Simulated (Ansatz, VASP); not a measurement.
# Two plane-wave programs on GaN

```
Ga N
1.0
     0.00000    2.43471    2.43471
     2.43471    0.00000    2.43471
     2.43471    2.43471    0.00000
Ga N
1 1
Direct
  0.00000 0.00000 0.00000
  0.25000 0.25000 0.25000
```

Alike in both runs: task relaxation of cell and atoms; functional PBEsol; k mesh 8 × 8 × 8; occupations gaussian, width 0.1 eV; no spin polarisation.

|  | VASP | Ansatz |
| --- | --- | --- |
| version | VASP 6.6.1 | Ansatz 0.2.0 |
| potentials or method | VASP PAW PBE potentials, release 64 (Ga_d, N), cutoff 600 eV | scalar-relativistic, plane waves, PAW |
| valence electrons in the cell | 18 | 18 |

VASP gave:

| Item | Value |
| --- | --- |
| gap on the k mesh at the Fermi level, each at its own relaxed structure (eV) | 1.72 |
| relaxed volume (Å³/atom) | 11.38 |
| relaxed cell length with the largest relative difference (Å) | 3.181 |

Question: Estimate Ansatz's values.

Answer: gap on the k mesh at the Fermi level, each at its own relaxed structure (eV): 1.69; relaxed volume (Å³/atom): 11.40; relaxed cell length with the largest relative difference (Å): 3.183.

VASP's potentials were made for PBE, not for PBEsol.

Noted on VASP's run: the volume moved by over 15 % at a fixed basis, so the end points are rough.
